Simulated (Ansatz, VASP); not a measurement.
## One calculation of Nb, two programs

The input INCAR:

```
ALGO     = Normal         # electronic algorithm
EDIFF    = 1E-6           # SCF threshold, eV
ENCUT    = 520            # plane-wave cutoff, eV
GGA      = PS             # functional
ISIF     = 2              # what is computed and relaxed
ISMEAR   = -1             # smearing method
LASPH    = True           # aspherical terms in the spheres
LCHARG   = False          # write CHGCAR
LREAL    = False          # projectors in reciprocal space
LWAVE    = False          # write WAVECAR
NBANDS   = 20             # bands
NELM     = 100            # most SCF steps
PREC     = Accurate       # precision mode
SIGMA    = 0.05           # smearing width, eV
```

The input KPOINTS:

```
k-points
0
Gamma
  9 9 9
```

Contents of POSCAR:

```
Nb
1.0
    0.0000000000      2.8296800281      2.8296800281
    2.8296800281      0.0000000000      2.8296800281
    2.8296800281      2.8296800281      0.0000000000
Nb
2
Direct
   -0.1250000000     -0.1250000000     -0.1250000000
    0.1250000000      0.1250000000      0.1250000000
```

Input for Ansatz:

```yaml
crystal:
  lattice:
    - [0.0, 2.8296800281, 2.8296800281]
    - [2.8296800281, 0.0, 2.8296800281]
    - [2.8296800281, 2.8296800281, 0.0]
  atoms:
    - { symbol: Nb, position: [-0.125, -0.125, -0.125] }
    - { symbol: Nb, position: [0.125, 0.125, 0.125] }
kpoints:
  mp_grid: { grid: [9, 9, 9] }
scf:
  occupations: { method: fermi_dirac, width: 0.05 }
hamiltonian:
  xc: pbesol
  pseudopotentials: { kind: all_electron, lapw: { basis_error: 0.001 } }
output:
  forces: true
  stress: true
  eigenvalues: true
  populations: true
```

Alike in both runs: task single point; functional PBEsol; k mesh 9 × 9 × 9; occupations fermi-dirac, width 0.05 eV; no spin polarisation.

|  | VASP | Ansatz |
| --- | --- | --- |
| version | VASP 6.6.1 | Ansatz 0.2.0 |
| potentials or method | VASP PAW PBE potentials, release 64 (Nb_sv), cutoff 520 eV | all-electron LAPW, scalar-relativistic |

```csv
,VASP,Ansatz,Ansatz less VASP
pressure (GPa),6.7,6.7,-0.05
```

VASP's potentials were made for PBE, not for PBEsol. Ansatz ran all-electron here, and VASP with PAW potentials.
